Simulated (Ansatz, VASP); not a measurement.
One calculation of BAs, two programs

```
CELL_PARAMETERS angstrom
3.32446 0.00000 0.00000
-1.66223 2.87906 0.00000
0.00000 0.00000 8.63703
ATOMIC_POSITIONS crystal
B 0.33333 0.66667 0.25000
B 0.66667 0.33333 0.75000
As 0.66667 0.33333 0.25000
As 0.33333 0.66667 0.75000
```

Change from the starting cell: hydrostatic strain -1.2%.

Alike in both runs: task single point; functional HSE06; k mesh 6 × 6 × 2; no spin polarisation.

|  | VASP | Ansatz |
| --- | --- | --- |
| version | VASP 6.6.1 | Ansatz 0.2.0 |
| potentials or method | VASP PAW PBE potentials, release 64 (B, As) | plane waves, PAW |
| plane-wave cutoff (eV) | 520 | 420 |
| occupations | gaussian, width 0.01 eV | fixed |
| valence electrons in the cell | 16 | 36 |

|  | VASP | Ansatz | Ansatz less VASP |
| --- | --- | --- | --- |
| gap on the k mesh at the Fermi level (eV) | 1.09 | 1.09 | -0.005 |
| pressure (GPa) | 3.4 | 3.4 | -0.03 |
| traceless stress, the component that is largest in VASP (GPa) | -2.99 | -2.93 | +0.065 |

VASP's potentials hold 16 valence electrons a cell and Ansatz's 36, so a difference there can come from the potentials and not from the codes. Ansatz's warnings: stress exchange threshold loose, stress scf threshold loose.
